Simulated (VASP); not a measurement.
The system is Sc3Al.

```
Sc Al
1.0
     4.43199    0.00000    0.00000
     0.00000    4.43199    0.00000
     0.00000    0.00000    4.43199
Sc Al
3 1
Direct
  0.50000 0.00000 0.50000
  0.00000 0.50000 0.50000
  0.50000 0.50000 0.00000
  0.00000 0.00000 0.00000
```

```yaml
Program: VASP 6.6.1
Task: relaxation of cell and atoms
Functional: PBEsol
Potentials_or_basis: VASP PAW PBE potentials, release 64 (Sc_sv, Al)
Cutoff: 600 eV
k_mesh: 10 × 10 × 10
Occupations: gaussian, width 0.1 eV
Spin: no spin polarisation
```

At the start: pressure -2.4 GPa; volume 21.76 Å³/atom.

Question: How do energy, volume and symmetry change on relaxing?

Answer: Over 3 steps the energy falls by 6.0 meV/atom and the volume is 20.97 Å³/atom (-3.7 %); space group Pm-3m (No. 221, to 0.05 Å).

Step by step:
| step | energy change (eV) | largest force (eV/Å) | pressure (GPa) | volume (Å³) |
| --- | --- | --- | --- | --- |
| 1 | 0.0000 | 0.0000 | -2.36 | 87.06 |
| 2 | -0.0225 | 0.0000 | 0.66 | 83.07 |
| 3 | -0.0241 | 0.0000 | 0.00 | 83.87 |

Final structure:
```
Sc Al
1.0
     4.37726    0.00000    0.00000
     0.00000    4.37726    0.00000
     0.00000    0.00000    4.37726
Sc Al
3 1
Cartesian
  2.1886 0.0000 2.1886
  0.0000 2.1886 2.1886
  2.1886 2.1886 0.0000
  0.0000 0.0000 0.0000
```

Caveat: the PAW data sets were made with another functional, which shifts forces and pressure a little.
